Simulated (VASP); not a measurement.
A run of VASP 6.6.1 is set up as follows.

Contents of INCAR:

```
SYSTEM = Os
ALGO     = Normal         ! electronic algorithm
EDIFF    = 1E-6           ! SCF threshold, eV
ENCUT    = 520            ! plane-wave cutoff, eV
GGA      = PS             ! functional
ISIF     = 2              ! what is computed and relaxed
ISMEAR   = -1             ! smearing method
LASPH    = .True.         ! aspherical terms in the spheres
LCHARG   = .True.         ! write CHGCAR
LELF     = .True.         ! ELF
LREAL    = .False.        ! projectors in reciprocal space
LVHAR    = .True.       
LWAVE    = .False.        ! write WAVECAR
NBANDS   = 10             ! bands
NELM     = 80             ! most SCF steps
PREC     = Accurate       ! precision mode
SIGMA    = 0.05           ! smearing width, eV
```

File KPOINTS:

```
k-points
0
Gamma
  20 20 20
  0 0 0
```

Contents of POSCAR:

```
Os
1.0
   -1.5308673123      1.5308673123      1.5308673123
    1.5308673123     -1.5308673123      1.5308673123
    1.5308673123      1.5308673123     -1.5308673123
Os
1
Direct
    0.0000000000      0.0000000000      0.0000000000
```

Potentials or basis: VASP PAW PBE potentials, release 64 (Os).

Run with:

```sh
$ cat potpaw_PBE.64/Os/POTCAR > POTCAR
$ mpirun -np 1 vasp_std > vasp.out
```

**Question.** Estimate the band gap on the k mesh.

**Answer.** Zero (bands 4 and 5 overlap by 4.68 eV).

**Question.** Predict the pressure.

**Answer.** 0.7 GPa.

Caveat: the PAW data sets were made with another functional, which shifts forces and pressure a little; spin-orbit coupling is left out, which moves the levels of the heavy elements.
